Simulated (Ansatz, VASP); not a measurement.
# Two plane-wave programs on Ge

File INCAR:

```
SYSTEM = Ge
ALGO = Normal
EDIFF = 1E-6
ENCUT = 520
GGA = PE
ISIF = 2
ISMEAR = 0
LASPH = .True.
LCHARG = .False.
LREAL = .False.
LWAVE = .False.
NBANDS = 43
NELM = 60
PREC = Accurate
SIGMA = 0.1
```

Contents of KPOINTS:

```
k-points
0
Gamma
  6 4 4
  0 0 0
```

The input POSCAR:

```
Ge
1.0
    2.5896172800      0.0000000000      0.0000000000
    0.0000000000      5.0228912400      0.0000000000
    0.0000000000      0.0000000000      6.8917355800
Ge
5
Direct
    0.5000000000      0.7538350100      0.3161120000
    0.5000000000      0.2461649900      0.3161120000
    0.5000000000      0.7538350100      0.6838880000
    0.5000000000      0.2461649900      0.6838880000
    0.5000000000      0.5000000000      0.0000000000
```

Input for Ansatz:

```yaml
crystal:
  lattice:
    - [2.58961728, 0.0, 0.0]
    - [0.0, 5.02289124, 0.0]
    - [0.0, 0.0, 6.89173558]
  atoms:
    - { symbol: Ge, position: [0.5, 0.75383501, 0.316112] }
    - { symbol: Ge, position: [0.5, 0.24616499, 0.316112] }
    - { symbol: Ge, position: [0.5, 0.75383501, 0.683888] }
    - { symbol: Ge, position: [0.5, 0.24616499, 0.683888] }
    - { symbol: Ge, position: [0.5, 0.5, 0.0] }
basis:
  ecutwfc: 420
kpoints:
  mp_grid: { grid: [6, 4, 4] }
hamiltonian:
  xc: pbe
scf:
  occupations: { method: gaussian, width: 0.1 }
  lower_state_search: "off"
output:
  forces: true
  stress: true
  eigenvalues: true
```

Alike in both runs: task single point; functional PBE; k mesh 6 × 4 × 4; occupations gaussian, width 0.1 eV; no spin polarisation.

|  | VASP | Ansatz |
| --- | --- | --- |
| version | VASP 6.6.1 | Ansatz 0.2.0 |
| potentials or method | VASP PAW PBE potentials, release 64 (Ge_d), cutoff 520 eV | scalar-relativistic, plane waves, PAW |
| valence electrons in the cell | 70 | 70 |

|  | VASP | Ansatz | Ansatz less VASP |
| --- | --- | --- | --- |
| gap on the k mesh at the Fermi level (eV) | none | none | - |
| pressure (GPa) | 17.2 | 17.2 | -0.02 |
| traceless stress, the component that is largest in VASP (GPa) | -4.77 | -4.78 | -0.014 |
| rms of the force components (eV/Å) | 0.210 | 0.207 | -0.0027 |

Atom by atom the forces differ by 0.003 eV/Å (rms over components). A gap of «none» marks a metal or a gap that the smearing closes.

The k mesh is coarse, so the values compare programs but aren't converged.
